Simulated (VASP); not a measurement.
Runs of VASP 6.6.1 on GaSb. Symmetry: F-43m, No. 216, cubic system. Conventional cell: a = 6.132 Å, b = 6.132 Å, c = 6.132 Å, α = 90.00°, β = 90.00°, γ = 90.00°. Ga (site symmetry -43m) has 4 Sb at 2.66 Å within 3.5 Å. Sb (site symmetry -43m) has 4 Ga at 2.66 Å within 3.5 Å. 

```tsv
level	potentials or basis	cutoff (eV)	second run	gap on the mesh (eV)	pressure (GPa)
PBE	VASP PAW PBE potentials, release 64 (Ga_d, Sb)	520	-	none	2.1
PBE	VASP PAW PBE potentials, release 64 (Ga_d, Sb)	500	-	none	2.1
r2SCAN	VASP PAW PBE potentials, release 64 (Ga_d, Sb_d_GW)	550	valence_matched	0.40	(a)
r2SCAN	VASP PAW PBE potentials, release 64 (Ga_d, Sb)	520	-	0.40	0.1
```

Alike in all rows: task single point; no spin polarisation; cell as given; k mesh 6 × 6 × 6; smearing fermi-dirac 0.02 eV.

Problem. Estimate the missing entries.

Solution. (a) 0.0.

Caveats: spin-orbit coupling is left out, which moves the levels of the heavy elements; the PAW data sets were made with another functional, which shifts forces and pressure a little (some runs).

A k mesh can miss the band edges, and the runs leave out spin-orbit coupling on Ga, Sb.

A gap of «none» marks levels without a gap at the run's occupations.

The runs don't all hold the same shells in valence.
